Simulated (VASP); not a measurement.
Crystal: Li7B.

```
Li B
1.0
     0.00000    4.10085    4.10085
     4.10085    0.00000    4.10085
     4.10085    4.10085    0.00000
Li B
7 1
Direct
  0.63687 0.36313 0.36313
  0.36313 0.63687 0.63687
  0.36313 0.63687 0.36313
  0.63687 0.36313 0.63687
  0.36313 0.36313 0.63687
  0.63687 0.63687 0.36313
  0.00000 0.00000 0.00000
  0.50000 0.50000 0.50000
```

The cell was built from a structure type or drawn by symmetry, and may not be a known phase.

```yaml
Program: VASP 6.6.1
Task: relaxation of cell and atoms
Functional: PBE
Potentials_or_basis: VASP PAW PBE potentials, release 64 (Li_sv, B)
Cutoff: 600 eV
k_mesh: 4 × 4 × 4
Occupations: gaussian, width 0.1 eV
Spin: no spin polarisation
```

At the start: pressure 72.5 GPa; volume 17.24 Å³/atom.

Question: How do energy, volume and symmetry change on relaxing?

Answer: Over 12 steps the energy falls by 7259.8 meV/atom and the volume is 27.31 Å³/atom (+58.4 %); space group Fm-3m (No. 225, to 0.1 Å) before and after.

Step by step:
```csv
step,energy change (eV),largest force (eV/Å),pressure (GPa),volume (Å³)
1,0.0000,29.4188,72.54,137.93
2,-48.4260,2.1134,-2.82,359.81
3,-57.1673,1.0273,-2.05,230.59
4,-57.3654,0.9526,-1.76,226.66
5,-57.8099,0.4811,3.19,192.96
6,-57.9744,0.3638,0.39,207.21
7,-58.0006,0.2063,0.93,203.87
8,-58.0013,0.1295,1.19,202.38
9,-58.0347,0.1273,0.78,206.86
10,-58.0699,0.1259,-0.20,218.60
11,-58.0760,0.0697,-0.11,218.56
12,-58.0786,0.0020,0.02,218.51
```

Final structure:
```
Li B
1.0
     0.00000    4.78054    4.78054
     4.78054    0.00000    4.78054
     4.78054    4.78054    0.00000
Li B
7 1
Direct
  0.72213 0.27787 0.27787
  0.27787 0.72213 0.72213
  0.27787 0.72213 0.27787
  0.72213 0.27787 0.72213
  0.27787 0.27787 0.72213
  0.72213 0.72213 0.27787
  0.00000 0.00000 0.00000
  0.50000 0.50000 0.50000
```

Caveat: the cutoff is under 1.25 times the usual one of these potentials, so pressure, stress and relaxed cells hold a basis-set (Pulay) error; the volume moved by over 15 % at a fixed basis, so the end points are rough.
